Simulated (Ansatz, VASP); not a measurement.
**Na2Al2O in VASP and in Ansatz**

INCAR

```
PREC = Accurate ; ENCUT = 600
EDIFF = 1E-6 ; ISMEAR = 0
SIGMA = 0.1 ; LREAL = False
LASPH = True ; NELM = 80
ALGO = Normal ; ISIF = 3
LWAVE = False ; LCHARG = False
GGA = PE ; IBRION = 2
NSW = 90 ; EDIFFG = -0.04
```

KPOINTS

```
Automatic mesh
0
Gamma
  4 4 4
```

Contents of POSCAR:

```
Na2Al2O
1.0
    2.6240004600     -2.8005103900      0.0000000000
    2.6240004600      2.8005103900      0.0000000000
    0.0000000000      0.0000000000      6.2962309700
Na Al O
2 2 1
Direct
    0.0000000000      0.5000000000      0.5000000000
    0.5000000000      0.0000000000      0.5000000000
    0.5000000000      0.5000000000      0.1726017400
    0.5000000000      0.5000000000      0.8273982600
    0.0000000000      0.0000000000      0.5000000000
```

Input for Ansatz:

```yaml
crystal:
  lattice:
    - [2.62400046, -2.80051039, 0.0]
    - [2.62400046, 2.80051039, 0.0]
    - [0.0, 0.0, 6.29623097]
  atoms:
    - { symbol: Na, position: [0.0, 0.5, 0.5] }
    - { symbol: Na, position: [0.5, 0.0, 0.5] }
    - { symbol: Al, position: [0.5, 0.5, 0.17260174] }
    - { symbol: Al, position: [0.5, 0.5, 0.82739826] }
    - { symbol: O, position: [0.0, 0.0, 0.5] }
basis:
  ecutwfc: 420
kpoints:
  mp_grid: { grid: [4, 4, 4] }
hamiltonian:
  xc: pbe
scf:
  occupations: { method: gaussian, width: 0.1 }
  lower_state_search: "off"
output:
  forces: true
  stress: true
  eigenvalues: true
relax:
  adjacent_minimum: "off"
  f_tol: 0.04
  max_steps: 70
  cell: { stress_tol: 0.4 }
```

Alike in both runs: task relaxation of cell and atoms; functional PBE; k mesh 4 × 4 × 4; occupations gaussian, width 0.1 eV; no spin polarisation.

|  | VASP | Ansatz |
| --- | --- | --- |
| version | VASP 6.6.1 | Ansatz 0.2.0 |
| potentials or method | VASP PAW PBE potentials, release 64 (Na_pv, Al, O), cutoff 600 eV | scalar-relativistic, plane waves, PAW |
| valence electrons in the cell | 26 | 30 |

```csv
,VASP,Ansatz,Ansatz less VASP
"gap on the k mesh at the Fermi level, each at its own relaxed structure (eV)",none,none,-
relaxed volume (Å³/atom),28.75,29.36,+0.613
relaxed cell length with the largest relative difference (Å),7.785,7.971,+0.1852
```

A gap of «none» marks a metal or a gap that the smearing closes. VASP's potentials hold 26 valence electrons a cell and Ansatz's 30, so a difference there can come from the potentials and not from the codes.

The k mesh is coarse, so the values compare programs but aren't converged. Noted on VASP's run: the volume moved by over 15 % at a fixed basis, so the end points are rough.
